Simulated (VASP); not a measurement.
Here is a VASP 6.6.1 calculation.

Contents of INCAR:

```
SYSTEM = Pt
ALGO = Normal
EDIFF = 1E-6
EDIFFG = -0.005
ENCUT = 600
GGA = CA
IBRION = 2
ISIF = 4
ISMEAR = -1
LASPH = .True.
LCHARG = .False.
LREAL = .False.
LWAVE = .False.
NELM = 100
NSW = 50
PREC = Accurate
SIGMA = 0.08
```

Contents of KPOINTS:

```
k-points
0
Gamma
  16 16 9
  0 0 0
```

The input POSCAR:

```
Pt
1.0
    2.4768805900      0.0000000000      0.0000000000
   -1.2384402950      2.1450415131      0.0000000000
    0.0000000000      0.0000000000      4.2512213382
Pt
2
Direct
    0.3333333333      0.6666666667      0.2500000000
    0.6666666667      0.3333333333      0.7500000000
```

Potentials or basis: VASP PAW LDA potentials, release 64 (Pt).

Command:

```console
$ cat potpaw_LDA.64/Pt/POTCAR > POTCAR
$ mpirun -np 1 vasp_std > vasp.out
```

Question: Estimate the band gap on the k mesh.

Answer: Zero (band 10 reaches 18.55 eV, above the bottom of band 11 at 16.41 eV).

The path:
```
step  energy change (eV)  largest force (eV/Å)  pressure (GPa)  volume (Å³)
   1              0.0000                0.0000          172.27        22.59
   2              0.0316                0.0000          172.05        22.59
   3             -0.0149                0.0000          171.64        22.59
   4             -0.0149                0.0000          171.63        22.59
```

Caveat: spin-orbit coupling is left out, which moves the levels of the heavy elements.
